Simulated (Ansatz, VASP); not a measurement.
# Two plane-wave programs on MoW3

```xyz
4
Lattice="3.1766 0.0000 0.0000 0.0000 3.1766 0.0000 0.0000 0.0000 6.3557" Properties=species:S:1:pos:R:3 pbc="T T T"
Mo    0.0000    0.0000    0.0000
W     1.5883    1.5883    1.5844
W     0.0000    0.0000    3.1779
W     1.5883    1.5883    4.7713
```

Alike in both runs: task single point; functional PBE; k mesh 6 × 6 × 4; occupations gaussian, width 0.1 eV; no spin polarisation.

```csv
,VASP,Ansatz
version,VASP 6.6.1,Ansatz 0.2.0
potentials or method,"VASP PAW PBE potentials, release 64 (Mo_sv, W_sv), cutoff 500 eV","scalar-relativistic, plane waves, PAW"
valence electrons in the cell,56,56
```

```tsv
	VASP	Ansatz	Ansatz less VASP
gap on the k mesh at the Fermi level (eV)	none	none	-
pressure (GPa)	0.8	0.2	-0.50
traceless stress, the component that is largest in VASP (GPa)	2.24	2.24	+0.006
rms of the force components (eV/Å)	0.014	0.015	+0.0014
```

Atom by atom the forces differ by 0.001 eV/Å (rms over components). A gap of «none» marks a metal or a gap that the smearing closes. With one functional, cell and mesh, what is left measures potentials, basis and numerics.

Neither program's run includes spin-orbit coupling.
